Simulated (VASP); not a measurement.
La: single point with r2SCAN

La:

```
La
1.0
    -2.12538    2.12538    2.12538
     2.12538   -2.12538    2.12538
     2.12538    2.12538   -2.12538
La
1
Direct
  0.00000 0.00000 0.00000
```

| Property | Result |
| --- | --- |
| Program | VASP 6.6.1 |
| Task | single point |
| Functional | r2SCAN |
| Potentials or basis | VASP PAW PBE potentials, release 64 (La) |
| Cutoff | 520 eV |
| k mesh | 11 × 11 × 11 |
| Occupations | fermi-dirac, width 0.1 eV |
| Spin | no spin polarisation |
| Dipole correction | no |
| Further INCAR settings | ALGO = Normal; EDIFF = 1e-07; NBANDS = 12 |

```
Pressure : 0.1 GPa
```

Levels at points of the mesh, in eV from the Fermi level:
| k point | band 3 | band 4 | band 5 | band 6 | band 7 | band 8 | band 9 | band 10 |
| --- | --- | --- | --- | --- | --- | --- | --- | --- |
| (0.00, 0.00, 0.00) | -16.75 | -16.75 | -3.41 | 1.66 | 1.66 | 1.66 | 1.72 | 1.72 |

Wall time 120 s on 1 thread of Intel Xeon 6975P-C, with other jobs on the host, peak memory 0.19 GiB.

Caveat: the PAW data sets were made with another functional, which shifts forces and pressure a little; spin-orbit coupling is left out, which moves the levels of the heavy elements.
